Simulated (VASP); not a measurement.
Write the native input for VASP 6.6.1 that does the following.

| Property | Result |
| --- | --- |
| Task | single point |
| Functional | PBEsol |
| Potentials or basis | VASP PAW PBE potentials, release 64 (Ga_d, P) |
| Cutoff | 520 eV |
| k mesh | 8 × 8 × 8 |
| Occupations | fermi-dirac, width 0.05 eV |
| Spin | no spin polarisation |
| Dipole correction | no |
| Further INCAR settings | ALGO = Normal; EDIFF = 1e-06; NBANDS = 16 |

The structure of GaP lies in POSCAR:

```
GaP
1.0
    0.0000000000      2.7069591804      2.7069591804
    2.7069591804      0.0000000000      2.7069591804
    2.7069591804      2.7069591804      0.0000000000
Ga P
1 1
Direct
    0.0000000000      0.0000000000      0.0000000000
    0.7500000000      0.7500000000      0.7500000000
```

One way to write it, as run:

INCAR

```
  PREC = Accurate
  ENCUT = 520
  EDIFF = 1E-6
  ISMEAR = -1
  SIGMA = 0.05
  LREAL = False
  LASPH = True
  NELM = 100
  ALGO = Normal
  ISIF = 2
  LWAVE = False
  LCHARG = False
  GGA = PS
  NBANDS = 16
```

KPOINTS

```
Automatic mesh
0
Gamma
  8 8 8
```

Potentials or basis: VASP PAW PBE potentials, release 64 (Ga_d, P).

Launch:

```sh
$ cat potpaw_PBE.64/Ga_d/POTCAR potpaw_PBE.64/P/POTCAR > POTCAR
$ mpirun -np 1 vasp_std > vasp.out
```

It gave:

| Property | Result |
| --- | --- |
| Pressure | 1.1 GPa |
| Band gap on the k mesh | 1.47 eV, indirect (least direct gap 1.92 eV) |

Caveat: the PAW data sets were made with another functional, which shifts forces and pressure a little.

Run time: 7.2 s on 1 thread of Intel(R) Xeon(R) 6975P-C (Granite Rapids), with other jobs on the host, peak memory 0.16 GiB.
